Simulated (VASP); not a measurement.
# Ti (P6_3/mmc) in VASP: further runs

Ti is run at these levels: PBEsol; tasks: single point.

Program: VASP 6.6.1. These are calculated values, not measurements. Logs are shortened: lines on timing, memory, paths and dates and some standing lists are left out, and cuts for length are marked.

## (1) The cell of the first run

The structure is hexagonal, space group P6_3/mmc (No. 194). The conventional cell has a = 2.861 Å, b = 2.861 Å, c = 4.616 Å, α = 90.00°, β = 90.00°, γ = 120.00°. Ti (site symmetry -6m2) has 12 Ti at 2.84 to 2.86 Å within 3.7 Å.

## (2) Single point, PBEsol (strain -0.030 along x and y, -0.015 along z)

Input file INCAR:

```
ALGO     = Fast           # electronic algorithm
EDIFF    = 1E-6           # SCF threshold, eV
ENCUT    = 520            # plane-wave cutoff, eV
GGA      = PS             # functional
ISIF     = 2              # what is computed and relaxed
ISMEAR   = 0              # smearing method
LASPH    = True           # aspherical terms in the spheres
LCHARG   = False          # write CHGCAR
LREAL    = False          # projectors in reciprocal space
LWAVE    = False          # write WAVECAR
NBANDS   = 19             # bands
NELM     = 80             # most SCF steps
PREC     = Accurate       # precision mode
SIGMA    = 0.15           # smearing width, eV
```

Input file KPOINTS:

```
k-points
0
Gamma
  18 18 10
```

Input file POSCAR:

```
Ti
1.0
    2.8614979246      0.0000000000      0.0000000000
   -1.4307489623      2.4781298956      0.0000000000
    0.0000000000      0.0000000000      4.6157100000
Ti
2
Direct
    0.3333333333      0.6666666667      0.2500000000
    0.6666666667      0.3333333333      0.7500000000
```

Potentials or basis: VASP PAW PBE potentials, release 64 (Ti_sv).

Run with:

```console
$ cat potpaw_PBE.64/Ti_sv/POTCAR > POTCAR
$ mpirun -np 1 vasp_std > vasp.out
```

OUTCAR:

```text
EDIFF = 1E-6
   ENCUT = 520
   GGA = PS
   ISIF = 2
   ISMEAR = 0
   LASPH = True
   LREAL = False
   NELM = 80
   PREC = Accurate

 ion  position               nearest neighbor table
   1  0.333  0.667  0.250-   2 2.84   2 2.84   2 2.84   2 2.84   2 2.84   2 2.84
   2  0.667  0.333  0.750-   1 2.84   1 2.84   1 2.84   1 2.84   1 2.84   1 2.84

  LATTYP: Found a hexagonal cell.
 ALAT       =     2.8614979246
 C/A-ratio  =     1.6130397860

  Lattice vectors:

 A1 = (   2.8614979246,   0.0000000000,   0.0000000000)
 A2 = (  -1.4307489623,   2.4781298956,   0.0000000000)
 A3 = (   0.0000000000,   0.0000000000,   4.6157100000)

Analysis of symmetry for initial positions (statically):
=====================================================================
 Subroutine PRICEL returns:
 Original cell was already a primitive cell.

 Routine SETGRP: Setting up the symmetry group for a
 hexagonal supercell.

 Subroutine GETGRP returns: Found 24 space group operations
 (whereof 12 operations were pure point group operations)
 out of a pool of 24 trial point group operations.

The static configuration has the point symmetry D_3d.
 The point group associated with its full space group is D_6h.

Analysis of symmetry for dynamics (positions and initial velocities):
=====================================================================
 Subroutine PRICEL returns:
 Original cell was already a primitive cell.

 Routine SETGRP: Setting up the symmetry group for a
 hexagonal supercell.

 Subroutine GETGRP returns: Found 24 space group operations
 (whereof 12 operations were pure point group operations)
 out of a pool of 24 trial point group operations.

The dynamic configuration has the point symmetry D_3d.
 The point group associated with its full space group is D_6h.

 Subroutine INISYM returns: Found 24 space group operations
 (whereof 12 operations are pure point group operations),
 and found     1 'primitive' translations

----------------------------------------------------------------------------------------

                                     Primitive cell

  volume of cell :      32.7308

  direct lattice vectors                    reciprocal lattice vectors
     2.861497925  0.000000000  0.000000000     0.349467316  0.201765049  0.000000000
    -1.430748962  2.478129896  0.000000000     0.000000000  0.403530098  0.000000000
     0.000000000  0.000000000  4.615710000     0.000000000  0.000000000  0.216651393

  length of vectors
     2.861497925  2.861497925  4.615710000     0.403530098  0.403530098  0.216651393

  position of ions in fractional coordinates (direct lattice)
     0.333333333  0.666666667  0.250000000
     0.666666667  0.333333333  0.750000000

  ion indices of the primitive-cell ions
   primitive index   ion index
                 1           1
                 2           2

----------------------------------------------------------------------------------------

 KPOINTS: k-points

Automatic generation of k-mesh.
 Grid dimensions read from file:
 generate k-points for:   18   18   10

 Generating k-lattice:

  Cartesian coordinates                     Fractional coordinates (reciprocal lattice)
     0.019414851  0.011209169  0.000000000     0.055555556  0.000000000  0.000000000
     0.000000000  0.022418339  0.000000000     0.000000000  0.055555556  0.000000000
     0.000000000  0.000000000  0.021665139     0.000000000  0.000000000  0.100000000

  Length of vectors
     0.022418339  0.022418339  0.021665139

  Shift w.r.t. Gamma in fractional coordinates (k-lattice)
     0.000000000  0.000000000  0.000000000

 Subroutine IBZKPT returns following result:
 ===========================================

 Found    222 irreducible k-points:

 Following reciprocal coordinates:
            Coordinates               Weight
  0.000000  0.000000  0.000000      1.000000
  0.055556  0.000000  0.000000      6.000000
  0.111111  0.000000  0.000000      6.000000
  0.166667  0.000000  0.000000      6.000000
  0.222222  0.000000  0.000000      6.000000
  0.277778  0.000000  0.000000      6.000000
[... 16 lines left out ...]
  0.333333  0.111111  0.000000     12.000000
  0.388889  0.111111  0.000000     12.000000
 [... further k-points ...]
   k-points           NKPTS =    222   k-points in BZ     NKDIM =    222   number of bands    NBANDS=     19
   number of dos      NEDOS =    301   number of ions     NIONS =      2
   total plane-waves  NPLWV =  20736
   dimension x,y,z NGX =    24 NGY =   24 NGZ =   36
   dimension x,y,z NGXF=    48 NGYF=   48 NGZF=   72
   ions per type =               2
   NGX,Y,Z   is equivalent  to a cutoff of  13.94, 13.94, 12.97 a.u.
   NGXF,Y,Z  is equivalent  to a cutoff of  27.89, 27.89, 25.93 a.u.
 SYSTEM =  unknown system
   PREC   = accura    normal or accurate (medium, high low for compatibility)
   ISTART =      0    job   : 0-new  1-cont  2-samecut
   ICHARG =      2    charge: 1-file 2-atom 10-const
   ISPIN  =      1    spin polarized calculation?
   LNONCOLLINEAR =      F non collinear calculations
   LSORBIT =      F    spin-orbit coupling
   LASPH  =      T    aspherical Exc in radial PAW
   ENCUT  =  520.0 eV  38.22 Ry    6.18 a.u.   5.32  5.32  8.58*2*pi/ulx,y,z
   NELM   =     80;   NELMIN=  2; NELMDL= -5     # of ELM steps
   EDIFF  = 0.1E-05   stopping-criterion for ELM
   LREAL  =      F    real-space projection
[... 7 lines left out ...]
   TEBEG  =    0.0;   TEEND  =   0.0 temperature during run
   PSTRESS=    0.0 pullay stress
   NELECT =      24.0000    total number of electrons
   NUPDOWN=      -1.0000    fix difference up-down
   EMIN   =  10.00;   EMAX   =-10.00  energy-range for DOS
   EFERMI =   0.00;   METHOD = LEGACY
   ISMEAR =     0;   SIGMA  =   0.15  broadening in eV -4-tet -1-fermi 0-gaus
   EFERMI_NEDOS =   21; number of points for ismear=-14 and -15
   IALGO  =     68    algorithm
   IMIX   =      4    mixing-type and parameters
     AMIX     =   0.40;   BMIX     =  1.00
     AMIX_MAG =   1.60;   BMIX_MAG =  1.00
  volume/ion in A,a.u.               =      16.37       110.44
  Fermi-wavevector in a.u.,A,eV,Ry     =   1.476250  2.789708 29.651367  2.179314
  Thomas-Fermi vector in A             =   2.590800
   LORBIT       =      0    0 simple, 1 ext, 2 COOP (PROOUT), +10 PAW based schemes
   GGA     = PS    functional components
   LHFCALC =     F    Hartree Fock is set to
   AEXX    =    0.0000 exact exchange contribution
   IVDW    =     0    specifies the selected vdW correction
   LEPSILON=     F    determine dielectric tensor
   LRPA    =     F    only Hartree local field effects (RPA)
 non-spin polarized calculation
 RMM-DIIS sequential band-by-band and
 Gauss-broadening in eV      SIGMA  =   0.15
  energy-cutoff  :      520.00
  volume of cell :       32.73
 maximum number of plane-waves:       899
 NGX is ok and might be reduce to    24
   NGX = 11   NGY = 11   NGZ = 17

 number of electron      24.0000008 magnetization

 Free energy of the ion-electron system (eV)
  ---------------------------------------------------
  ext. energy  EPLUGINS =         0.00000000
  ---------------------------------------------------
  free energy    TOTEN  =       -16.68241588 eV

  energy without entropy =      -16.65982819  energy(sigma->0) =      -16.67112204

 E-fermi :   8.8428     XC(G=0): -11.9229

 val. band max:        8.8372643745   @ k =   0.1667   0.0000   0.1000
 cond. band min:       8.8604742262   @ k =   0.0000   0.0000   0.5000
 fundamental gap:      0.0232098517
 Fermi energy:         8.8428390678

 k-point     1 :       0.0000    0.0000    0.0000
  band No.  band energies     occupation
      1     -47.6739      2.00000
      2     -47.5080      2.00000
      3     -24.4218      2.00000
      4     -23.6428      2.00000
      5     -23.6428      2.00000
      6     -23.5827      2.00000
[... 11 lines left out ...]
     18      10.6736      0.00000
     19      12.2544      0.00000

 k-point     2 :       0.0556    0.0000    0.0000
  band No.  band energies     occupation
      1     -47.6699      2.00000
      2     -47.5061      2.00000
      3     -24.4135      2.00000
      4     -23.6613      2.00000
      5     -23.6488      2.00000
      6     -23.5858      2.00000
[... 11 lines left out ...]
     18      10.6192      0.00000
     19      12.2828      0.00000

 k-point     3 :       0.1111    0.0000    0.0000
  band No.  band energies     occupation
      1     -47.6580      2.00000
      2     -47.5009      2.00000
      3     -24.3889      2.00000
      4     -23.7143      2.00000
      5     -23.6656      2.00000
      6     -23.6055      2.00000
[... 11 lines left out ...]
     18      10.4741      0.00000
     19      12.3533      0.00000

 k-point     4 :       0.1667    0.0000    0.0000
  band No.  band energies     occupation
      1     -47.6395      2.00000
      2     -47.4931      2.00000
      3     -24.3498      2.00000
      4     -23.7959      2.00000
      5     -23.6905      2.00000
      6     -23.6871      2.00000
[... 11 lines left out ...]
     18      10.7155      0.00000
     19      12.4378      0.00000

 k-point     5 :       0.2222    0.0000    0.0000
  band No.  band energies     occupation
      1     -47.6161      2.00000
      2     -47.4841      2.00000
      3     -24.2987      2.00000
      4     -23.8966      2.00000
      5     -23.7847      2.00000
      6     -23.7203      2.00000
[... 11 lines left out ...]
     18      11.0843      0.00000
     19      12.5159      0.00000
[... 334 lines left out ...]
      2     -47.4730      2.00000
      3     -24.2199      2.00000
      4     -24.0008      2.00000
      5     -23.9298      2.00000
      6     -23.7543      2.00000
[... 11 lines left out ...]
     18      11.8829      0.00000
     19      12.5079      0.00000

 k-point    22 :       0.2778    0.1111    0.0000
  band No.  band energies     occupation
      1     -47.5570      2.00000
      2     -47.4672      2.00000
      3     -24.1580      2.00000
      4     -24.0947      2.00000
      5     -23.9961      2.00000
      6     -23.7973      2.00000
[... 11 lines left out ...]
     18      12.4091      0.00000
     19      12.5336      0.00000

 k-point    23 :       0.3333    0.1111    0.0000
  band No.  band energies     occupation
      1     -47.5348      2.00000
      2     -47.4643      2.00000
      3     -24.1711      2.00000
      4     -24.0981      2.00000
      5     -24.0494      2.00000
      6     -23.8321      2.00000
[... 11 lines left out ...]
     18      12.5498      0.00000
     19      12.9486      0.00000

 k-point    24 :       0.3889    0.1111    0.0000
  band No.  band energies     occupation
      1     -47.5185      2.00000
      2     -47.4642      2.00000
      3     -24.2208      2.00000
      4     -24.0841      2.00000
      5     -24.0499      2.00000
      6     -23.8546      2.00000
[... 11 lines left out ...]
     18      12.5583      0.00000
     19      13.4844      0.00000

 [... further k-points ...]

------------------------ aborting loop because EDIFF is reached ----------------------------------------

  FORCE on cell =-STRESS in cart. coord.  units (eV):
  Direction    XX          YY          ZZ          XY          YZ          ZX
  --------------------------------------------------------------------------------------
  -------------------------------------------------------------------------------------
  Total        0.5650210      0.5650210      0.1149666      0.0000000     -0.0000000      0.0000000
  in kB       27.6578988     27.6578988      5.6276383      0.0000000     -0.0000000      0.0000000
  external PRESSURE =      20.3144786 kB  Pullay stress =       0.0000000 kB

 VOLUME and BASIS-vectors are now :
 -----------------------------------------------------------------------------
  energy-cutoff  :      520.00
  volume of cell :       32.73
      direct lattice vectors                 reciprocal lattice vectors
     2.861497925  0.000000000  0.000000000     0.349467316  0.201765049  0.000000000
    -1.430748962  2.478129896  0.000000000     0.000000000  0.403530098  0.000000000
     0.000000000  0.000000000  4.615710000     0.000000000  0.000000000  0.216651393

 POSITION                                       TOTAL-FORCE (eV/Angst)
 -----------------------------------------------------------------------------------
     -0.00000      1.65209      1.15393         0.000000     -0.000000      0.000000
      1.43075      0.82604      3.46178        -0.000000      0.000000      0.000000
 -----------------------------------------------------------------------------------
    total drift:                               -0.000000      0.000000     -0.000000

  FREE ENERGIE OF THE ION-ELECTRON SYSTEM (eV)
  ---------------------------------------------------
  free  energy   TOTEN  =       -16.6824158801 eV

  energy  without entropy=      -16.6598281928  energy(sigma->0) =      -16.67112204
```

It took 5.5 min on 1 thread of Intel Xeon Platinum 8259CL at 2.50GHz (Skylake/Cascade Lake), shared host; peak memory 0.23 GiB.

Results:

```yaml
Free_energy: -16.6824 eV
Pressure: 2.0 GPa
Band_gap_on_the_k_mesh: zero (bands 12 and 13 overlap by 1.14 eV)
```

Stress tensor (GPa, compression positive):
```
2.77 0.00 0.00
0.00 2.77 0.00
0.00 0.00 0.56
```

Caveat: the cell differs from its parent crystal (strain -0.030 along x and y, -0.015 along z); the PAW data sets were made with another functional, which shifts forces and pressure a little.

(Part 1 of 3 ends here.)
